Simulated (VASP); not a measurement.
A run of VASP 6.6.1 is set up as follows.

File INCAR:

```
  PREC = Accurate
  ENCUT = 500
  EDIFF = 1E-6
  ISMEAR = 0
  SIGMA = 0.01
  LREAL = Auto
  LASPH = True
  NELM = 120
  ALGO = Normal
  ISIF = 2
  LWAVE = False
  LCHARG = False
  GGA = PE
  NBANDS = 182
  GGA_COMPAT = False
  KPAR = 2
  NCORE = 2
```

The input KPOINTS:

```
Automatic mesh
0
Gamma
  2 2 2
```

Contents of POSCAR:

```
SnS
1.0
    0.0000000000      0.0000000000      8.9084050417
    0.0000000000      8.0465689176     -4.4542025209
  -11.4455027586      0.0000000000      0.0000000000
Sn S
16 16
Direct
    0.1275029657      0.1250000000      0.8784577503
    0.6275029657      0.1250000000      0.8784577503
    0.3775029657      0.6250000000      0.8784577503
    0.8775029657      0.6250000000      0.8784577503
    0.5025029657      0.3750000000      0.6215422497
    0.0025029657      0.3750000000      0.6215422497
    0.7525029657      0.8750000000      0.6215422497
    0.2525029657      0.8750000000      0.6215422497
    0.2474970343      0.1250000000      0.3784577503
    0.7474970343      0.1250000000      0.3784577503
    0.4974970343      0.6250000000      0.3784577503
    0.9974970343      0.6250000000      0.3784577503
    0.6224970343      0.3750000000      0.1215422497
    0.1224970343      0.3750000000      0.1215422497
    0.8724970343      0.8750000000      0.1215422497
    0.3724970343      0.8750000000      0.1215422497
    0.3012216690      0.1250000000      0.1501041304
    0.8012216690      0.1250000000      0.1501041304
    0.5512216690      0.6250000000      0.1501041304
    0.0512216690      0.6250000000      0.1501041304
    0.6762216690      0.3750000000      0.3498958696
    0.1762216690      0.3750000000      0.3498958696
    0.9262216690      0.8750000000      0.3498958696
    0.4262216690      0.8750000000      0.3498958696
    0.0737783310      0.1250000000      0.6501041304
    0.5737783310      0.1250000000      0.6501041304
    0.3237783310      0.6250000000      0.6501041304
    0.8237783310      0.6250000000      0.6501041304
    0.4487783310      0.3750000000      0.8498958696
    0.9487783310      0.3750000000      0.8498958696
    0.6987783310      0.8750000000      0.8498958696
    0.1987783310      0.8750000000      0.8498958696
```

Potentials or basis: VASP PAW PBE potentials, release 64 (Sn_d, S).

Launch:

```console
$ cat potpaw_PBE.64/Sn_d/POTCAR potpaw_PBE.64/S/POTCAR > POTCAR
$ mpirun -np 4 vasp_std > vasp.out
```

Task: Predict the band gap on the k mesh.

Result: 1.21 eV.

Task: Predict the largest force.

Result: 0.046 eV/Å.

Task: Estimate the pressure.

Result: 0.0 GPa.

Forces in eV/Å, atoms in the order of the input:
```
Sn   0.046  0.000  0.006
Sn   0.046  0.000  0.006
Sn   0.046  0.000  0.006
Sn   0.046  0.000  0.006
Sn  -0.046  0.000  0.006
Sn  -0.046  0.000  0.006
Sn  -0.046  0.000  0.006
Sn  -0.046  0.000  0.006
Sn   0.046  0.000 -0.006
Sn   0.046  0.000 -0.006
Sn   0.046  0.000 -0.006
Sn   0.046  0.000 -0.006
Sn  -0.046  0.000 -0.006
Sn  -0.046  0.000 -0.006
Sn  -0.046  0.000 -0.006
Sn  -0.046  0.000 -0.006
S   -0.017  0.000  0.001
S   -0.017  0.000  0.001
S   -0.017  0.000  0.001
S   -0.017  0.000  0.001
S    0.017  0.000  0.001
S    0.017  0.000  0.001
S    0.017  0.000  0.001
S    0.017  0.000  0.001
S   -0.017  0.000 -0.001
S   -0.017  0.000 -0.001
S   -0.017  0.000 -0.001
S   -0.017  0.000 -0.001
S    0.017  0.000 -0.001
S    0.017  0.000 -0.001
S    0.017  0.000 -0.001
S    0.017  0.000 -0.001
```

Caveat: spin-orbit coupling is left out, which moves the levels of the heavy elements.

**What was measured.**

“Linear dichroism of the optical properties of SnS and SnSe van der Waals crystals”, 2024, arxiv:2409.17412 reports, for a bulk crystal of SnS at 300 K: band gap 1.09 eV (indirect).

A measured gap of SnS is 1.09 eV (indirect; 300 K; “Linear dichroism of the optical properties of SnS and SnSe van der Waals crystals”, 2024, arxiv:2409.17412); the calculated 1.21 eV misses it by +0.12 eV. 2 values of this kind are on record (1.09 to 1.16 eV); this one was drawn at random. Spin-orbit coupling on Sn is left out. The value is that of PBE on a finite k mesh, which can miss the band edges, without temperature or zero-point motion.
